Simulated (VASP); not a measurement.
# MgCd5Te6 (P3m1) in VASP: single point with PBE

Aim: the single point of MgCd5Te6 with PBE.

Everything below comes from runs of VASP 6.6.1. Logs are shortened: lines on timing, memory, paths and dates and some standing lists are left out, and cuts for length are marked.

### 1 The cell of the first run

Symmetry: P3m1, No. 156, trigonal system. The conventional cell has a = 4.664 Å, b = 4.664 Å, c = 22.891 Å, α = 90.00°, β = 90.00°, γ = 120.00°. Mg (site symmetry 3m) has 4 Te at 2.83 Å within 3.7 Å. Within 3.8 Å of Cd (site symmetry 3m) lie 4 Te at 2.86 to 2.87 Å. Within 3.8 Å of Cd (site symmetry 3m) lie 4 Te at 2.86 to 2.87 Å. Within 3.8 Å of Cd (site symmetry 3m) lie 4 Te at 2.86 to 2.87 Å. Cd (site symmetry 3m) has 4 Te at 2.86 to 2.87 Å within 3.8 Å. Cd (site symmetry 3m) has 4 Te at 2.86 to 2.87 Å within 3.8 Å. Within 3.7 Å of Te (site symmetry 3m) lie 3 Mg at 2.83 Å and 1 Cd at 2.87 Å. Within 3.8 Å of Te (site symmetry 3m) lie 4 Cd at 2.86 to 2.87 Å.

### 2 Single point, PBE

File INCAR:

```
ALGO = Normal
EDIFF = 1E-6
ENCUT = 520
GGA = PE
ISIF = 2
ISMEAR = 0
LASPH = T
LCHARG = F
LREAL = F
LWAVE = F
NBANDS = 61
NELM = 100
PREC = Accurate
SIGMA = 0.02
```

File KPOINTS:

```
k-points
0
Gamma
  6 6 2
```

File POSCAR:

```
MgCd5Te6
1.0
    4.6644568094      0.0000000000      0.0000000000
   -2.3322284047      4.0395380918      0.0000000000
    0.0000000000      0.0000000000     22.8906652000
Mg Cd Te
1 5 6
Direct
    0.0000000000      0.0000000000      0.1656250000
    0.6666666667      0.3333333333      0.0021450000
    0.6666666667      0.3333333333      0.3317750000
    0.6666666667      0.3333333333      0.6667660000
    0.0000000000      0.0000000000      0.4991900000
    0.0000000000      0.0000000000      0.8343430000
    0.6666666667      0.3333333333      0.1274540000
    0.6666666667      0.3333333333      0.4570520000
    0.6666666667      0.3333333333      0.7921630000
    0.0000000000      0.0000000000      0.2891950000
    0.0000000000      0.0000000000      0.6245640000
    0.0000000000      0.0000000000      0.9597270000
```

Potentials or basis: VASP PAW PBE potentials, release 64 (Mg, Cd, Te).

On the command line:

```
$ cat potpaw_PBE.64/Mg/POTCAR potpaw_PBE.64/Cd/POTCAR potpaw_PBE.64/Te/POTCAR > POTCAR
$ mpirun -np 1 vasp_std > vasp.out
```

OUTCAR:

```text
EDIFF = 1E-6
   ENCUT = 520
   GGA = PE
   ISIF = 2
   ISMEAR = 0
   LASPH = T
   LREAL = F
   NELM = 100
   PREC = Accurate

 ion  position               nearest neighbor table
   1  0.000  0.000  0.166-  10 2.83   7 2.83   7 2.83   7 2.83
   2  0.667  0.333  0.002-  12 2.86  12 2.86  12 2.86   7 2.87
   3  0.667  0.333  0.332-  10 2.86  10 2.86  10 2.86   8 2.87
   4  0.667  0.333  0.667-  11 2.86  11 2.86  11 2.86   9 2.87
   5  0.000  0.000  0.499-   8 2.86   8 2.86   8 2.86  11 2.87
   6  0.000  0.000  0.834-   9 2.86   9 2.86   9 2.86  12 2.87
   7  0.667  0.333  0.127-   1 2.83   1 2.83   1 2.83   2 2.87
   8  0.667  0.333  0.457-   5 2.86   5 2.86   5 2.86   3 2.87
   9  0.667  0.333  0.792-   6 2.86   6 2.86   6 2.86   4 2.87
  10  0.000  0.000  0.289-   1 2.83   3 2.86   3 2.86   3 2.86
  11  0.000  0.000  0.625-   4 2.86   4 2.86   4 2.86   5 2.87
  12  0.000  0.000  0.960-   2 2.86   2 2.86   2 2.86   6 2.87

  LATTYP: Found a hexagonal cell.
 ALAT       =     4.6644568094
 C/A-ratio  =     4.9074664286

  Lattice vectors:

 A1 = (   4.6644568094,   0.0000000000,   0.0000000000)
 A2 = (  -2.3322284047,   4.0395380918,   0.0000000000)
 A3 = (   0.0000000000,   0.0000000000,  22.8906652000)

Analysis of symmetry for initial positions (statically):
=====================================================================
 Subroutine PRICEL returns:
 Original cell was already a primitive cell.

 Routine SETGRP: Setting up the symmetry group for a
 hexagonal supercell.

 Subroutine GETGRP returns: Found  6 space group operations
 (whereof  6 operations were pure point group operations)
 out of a pool of 24 trial point group operations.

The static configuration has the point symmetry C_3v.

Analysis of symmetry for dynamics (positions and initial velocities):
=====================================================================
 Subroutine PRICEL returns:
 Original cell was already a primitive cell.

 Routine SETGRP: Setting up the symmetry group for a
 hexagonal supercell.

 Subroutine GETGRP returns: Found  6 space group operations
 (whereof  6 operations were pure point group operations)
 out of a pool of 24 trial point group operations.

The dynamic configuration has the point symmetry C_3v.

 Subroutine INISYM returns: Found  6 space group operations
 (whereof  6 operations are pure point group operations),
[... 114 lines left out ...]
   TEBEG  =    0.0;   TEEND  =   0.0 temperature during run
   PSTRESS=    0.0 pullay stress
   NELECT =      98.0000    total number of electrons
   NUPDOWN=      -1.0000    fix difference up-down
   EMIN   =  10.00;   EMAX   =-10.00  energy-range for DOS
   EFERMI =   0.00;   METHOD = LEGACY
   ISMEAR =     0;   SIGMA  =   0.02  broadening in eV -4-tet -1-fermi 0-gaus
   EFERMI_NEDOS =   21; number of points for ismear=-14 and -15
   IALGO  =     38    algorithm
   IMIX   =      4    mixing-type and parameters
     AMIX     =   0.40;   BMIX     =  1.00
     AMIX_MAG =   1.60;   BMIX_MAG =  1.00
  volume/ion in A,a.u.               =      35.94       242.55
  Fermi-wavevector in a.u.,A,eV,Ry     =   0.998972  1.887783 13.577855  0.997944
  Thomas-Fermi vector in A             =   2.131231
   LORBIT       =      0    0 simple, 1 ext, 2 COOP (PROOUT), +10 PAW based schemes
   GGA     = PE    functional components
   LHFCALC =     F    Hartree Fock is set to
   AEXX    =    0.0000 exact exchange contribution
   IVDW    =     0    specifies the selected vdW correction
   LEPSILON=     F    determine dielectric tensor
   LRPA    =     F    only Hartree local field effects (RPA)
 non-spin polarized calculation
 Gauss-broadening in eV      SIGMA  =   0.02
  energy-cutoff  :      520.00
  volume of cell :      431.31
 maximum number of plane-waves:     11645
 NGX is ok and might be reduce to    36
   NGX = 17   NGY = 17   NGZ = 85

 number of electron      98.0000012 magnetization

 Free energy of the ion-electron system (eV)
  ---------------------------------------------------
  ext. energy  EPLUGINS =         0.00000000
  ---------------------------------------------------
  free energy    TOTEN  =       -30.40594686 eV

  energy without entropy =      -30.40594686  energy(sigma->0) =      -30.40594686

 E-fermi :   1.9862     XC(G=0):  -8.2168

 val. band max:        1.8625784393   @ k =   0.0000   0.0000   0.0000
 cond. band min:       2.6554157967   @ k =   0.0000   0.0000   0.0000
 fundamental gap:      0.7928373575
 Fermi energy:         1.9861619867

 k-point     1 :       0.0000    0.0000    0.0000
  band No.  band energies     occupation
      1      -8.9501      2.00000
      2      -8.8663      2.00000
      3      -8.8212      2.00000
      4      -8.6855      2.00000
      5      -8.6625      2.00000
      6      -8.4660      2.00000
[... 885 lines left out ...]
     60       7.4191      0.00000
     61       7.4302      0.00000

------------------------ aborting loop because EDIFF is reached ----------------------------------------

  FORCE on cell =-STRESS in cart. coord.  units (eV):
  Direction    XX          YY          ZZ          XY          YZ          ZX
  --------------------------------------------------------------------------------------
  -------------------------------------------------------------------------------------
  Total        0.3281670      0.3281670      0.3235749     -0.0000000      0.0000000      0.0000000
  in kB        1.2190297      1.2190297      1.2019718     -0.0000000      0.0000000      0.0000000
  external PRESSURE =       1.2133437 kB  Pullay stress =       0.0000000 kB

 VOLUME and BASIS-vectors are now :
 -----------------------------------------------------------------------------
  energy-cutoff  :      520.00
  volume of cell :      431.31
      direct lattice vectors                 reciprocal lattice vectors
     4.664456809  0.000000000  0.000000000     0.214387235  0.123776528  0.000000000
    -2.332228405  4.039538092  0.000000000     0.000000000  0.247553056  0.000000000
     0.000000000  0.000000000 22.890665200     0.000000000  0.000000000  0.043685930

 POSITION                                       TOTAL-FORCE (eV/Angst)
 -----------------------------------------------------------------------------------
      0.00000      0.00000      3.79127        -0.000000     -0.000000      0.006738
      2.33223      1.34651      0.04910        -0.000000      0.000000      0.000753
      2.33223      1.34651      7.59455         0.000000      0.000000      0.002355
      2.33223      1.34651     15.26272         0.000000     -0.000000      0.003870
      0.00000      0.00000     11.42679         0.000000     -0.000000      0.002280
      0.00000      0.00000     19.09867        -0.000000      0.000000      0.002659
      2.33223      1.34651      2.91751         0.000000     -0.000000      0.013896
      2.33223      1.34651     10.46222        -0.000000     -0.000000     -0.003261
      2.33223      1.34651     18.13314        -0.000000     -0.000000     -0.003748
      0.00000      0.00000      6.61987        -0.000000      0.000000     -0.020560
      0.00000      0.00000     14.29669        -0.000000     -0.000000     -0.001753
      0.00000      0.00000     21.96879        -0.000000     -0.000000     -0.003230
 -----------------------------------------------------------------------------------
    total drift:                               -0.000001      0.000001     -0.001409

  FREE ENERGIE OF THE ION-ELECTRON SYSTEM (eV)
  ---------------------------------------------------
  free  energy   TOTEN  =       -30.4059468551 eV

  energy  without entropy=      -30.4059468551  energy(sigma->0) =      -30.40594686
```

OSZICAR:

```text
N       E                     dE             d eps       ncg     rms          rms(c)
DAV:   1     0.601398724828E+03    0.60140E+03   -0.41458E+04  1708   0.136E+03
DAV:   2     0.727585779672E+01   -0.59412E+03   -0.57361E+03  1927   0.310E+02
DAV:   3    -0.310912884779E+02   -0.38367E+02   -0.38120E+02  1961   0.765E+01
DAV:   4    -0.318033206853E+02   -0.71203E+00   -0.71061E+00  2035   0.940E+00
DAV:   5    -0.318135022446E+02   -0.10182E-01   -0.10180E-01  1961   0.124E+00    0.113E+01
DAV:   6    -0.304836835773E+02    0.13298E+01   -0.29319E+00  1952   0.993E+00    0.928E+00
DAV:   7    -0.304026776423E+02    0.81006E-01   -0.13292E+00  1911   0.358E+00    0.325E+00
DAV:   8    -0.304067394709E+02   -0.40618E-02   -0.96754E-02  1873   0.198E+00    0.146E+00
DAV:   9    -0.304061413897E+02    0.59808E-03   -0.14907E-02  1869   0.569E-01    0.457E-01
DAV:  10    -0.304056491605E+02    0.49223E-03   -0.30144E-03  1952   0.267E-01    0.192E-01
DAV:  11    -0.304057532714E+02   -0.10411E-03   -0.55681E-04  1840   0.105E-01    0.906E-02
DAV:  12    -0.304058832104E+02   -0.12994E-03   -0.11138E-04  1850   0.483E-02    0.388E-02
DAV:  13    -0.304059333847E+02   -0.50174E-04   -0.61409E-05  1885   0.299E-02    0.167E-02
DAV:  14    -0.304059465639E+02   -0.13179E-04   -0.19939E-05  1736   0.163E-02    0.102E-02
DAV:  15    -0.304059468551E+02   -0.29116E-06   -0.12912E-06  1414   0.391E-03
   1 F= -.30405947E+02 E0= -.30405947E+02  d E =-.820093E-20
```

Wall time 9.9 min (1 thread of Oxide Virtual Turin-like, shared host); peak memory 0.66 GiB.

Results:

```yaml
Free_energy: -30.4059 eV
Pressure: 0.1 GPa
Largest_force: 0.021 eV/Å
Band_gap_on_the_k_mesh: 0.79 eV, direct
```

Forces on the atoms (eV/Å):
```
Mg   0.000  0.000  0.007
Cd   0.000  0.000  0.001
Cd   0.000  0.000  0.002
Cd   0.000  0.000  0.004
Cd   0.000  0.000  0.002
Cd   0.000  0.000  0.003
Te   0.000  0.000  0.014
Te   0.000  0.000 -0.003
Te   0.000  0.000 -0.004
Te   0.000  0.000 -0.021
Te   0.000  0.000 -0.002
Te   0.000  0.000 -0.003
```

Caveat: spin-orbit coupling is left out, which moves the levels of the heavy elements. A k mesh can miss the band edges.
